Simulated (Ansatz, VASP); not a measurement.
## CO2: VASP beside Ansatz

```
C O
1.0
    -1.98267    1.98267    2.99025
     1.98267   -1.98267    2.99025
     1.98267    1.98267   -2.99025
C O
2 4
Direct
  0.00000 0.00000 0.00000
  0.75000 0.25000 0.50000
  0.37500 0.28939 0.41439
  0.03939 0.62500 0.91439
  0.71061 0.12500 0.08561
  0.87500 0.96061 0.58561
```

Alike in both runs: functional PBE; k mesh 8 × 8 × 8; occupations gaussian, width 0.02 eV; no spin polarisation.

Ansatz relaxed the structure, and its values are those at the end. VASP's run is a single point on that final structure, the one shown.

```csv
,VASP,Ansatz
version,VASP 6.6.1,Ansatz 0.2.0
potentials or method,"VASP PAW PBE potentials, release 64 (C, O), cutoff 520 eV","scalar-relativistic, plane waves, PAW"
valence electrons in the cell,32,32
```

Ansatz gave:

* gap on the k mesh at the Fermi level (eV): 7.71
* least direct gap on the mesh (eV): 8.13
* pressure (GPa): 0.0
* rms of the force components (eV/Å): 0.004

Which values does VASP return?

gap on the k mesh at the Fermi level (eV): 7.64; least direct gap on the mesh (eV): 8.08; pressure (GPa): 1.3; rms of the force components (eV/Å): 0.032.
